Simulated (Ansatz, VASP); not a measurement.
# Ge: VASP beside Ansatz

```
CELL_PARAMETERS angstrom
2.68004 -3.76443 0.00000
2.68004 3.76443 0.00000
0.00000 0.00000 3.99403
ATOMIC_POSITIONS crystal
Ge 0.75000 0.25000 0.49994
Ge 0.25000 0.75000 0.50006
Ge 0.00000 0.00000 0.00000
Ge 0.50000 0.50000 0.00000
```

Alike in both runs: functional PBE; k mesh 4 × 4 × 4; occupations gaussian, width 0.1 eV; no spin polarisation.

Ansatz relaxed the structure, and its values are those at the end. VASP's run is a single point on that final structure, the one shown.

|  | VASP | Ansatz |
| --- | --- | --- |
| version | VASP 6.6.1 | Ansatz 0.2.0 |
| potentials or method | VASP PAW PBE potentials, release 64 (Ge_d), cutoff 520 eV | scalar-relativistic, plane waves, PAW |
| valence electrons in the cell | 56 | 56 |

VASP gave:

* gap on the k mesh at the Fermi level (eV): none
* pressure (GPa): -0.3

Estimate Ansatz's values.

gap on the k mesh at the Fermi level (eV): none; pressure (GPa): 0.0.

A gap of «none» marks a metal or a gap that the smearing closes.

The k mesh is coarse, so the values compare programs but aren't converged.
